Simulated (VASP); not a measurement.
Wanted: the native input for a VASP 6.6.1 run.

- Task: single point
- Functional: PBE
- Potentials or basis: VASP PAW PBE potentials, release 64 (Ga_d)
- Cutoff: 520 eV
- k mesh: 14 × 14 × 11
- Occupations: fermi-dirac, width 0.03 eV
- Spin: no spin polarisation
- Dipole correction: no
- Further INCAR settings: ALGO = Normal; EDIFF = 1e-06; NBANDS = 20

The structure of Ga lies in POSCAR:

```
Ga
1.0
    1.4101245334     -4.1054710295      0.0000000000
    1.4101245334      4.1054710295      0.0000000000
   -0.1197535260      0.0000000000      3.3952393258
Ga
2
Direct
    0.8690000000      0.1310000000      0.2500000000
    0.1310000000      0.8690000000      0.7500000000
```

The input as run:

INCAR

```
SYSTEM = Ga
  ALGO = Normal
  EDIFF = 1E-6
  ENCUT = 520
  GGA = PE
  ISIF = 2
  ISMEAR = -1
  LASPH = .True.
  LCHARG = .False.
  LREAL = .False.
  LWAVE = .False.
  NBANDS = 20
  NELM = 60
  PREC = Accurate
  SIGMA = 0.03
```

KPOINTS

```
k-points
0
Gamma
  14 14 11
  0 0 0
```

Potentials or basis: VASP PAW PBE potentials, release 64 (Ga_d).

Run with:

```sh
$ cat potpaw_PBE.64/Ga_d/POTCAR > POTCAR
$ mpirun -np 1 vasp_std > vasp.out
```

It gave:

The pressure is -1.0 GPa, the largest force is 0.158 eV/Å and the band gap on the k mesh is zero (bands 13 and 14 overlap by 7.61 eV).

It took 3.5 min on 1 thread of AMD EPYC 9R45 96-Core Processor (Zen 5), with other jobs on the host, peak memory 0.43 GiB.
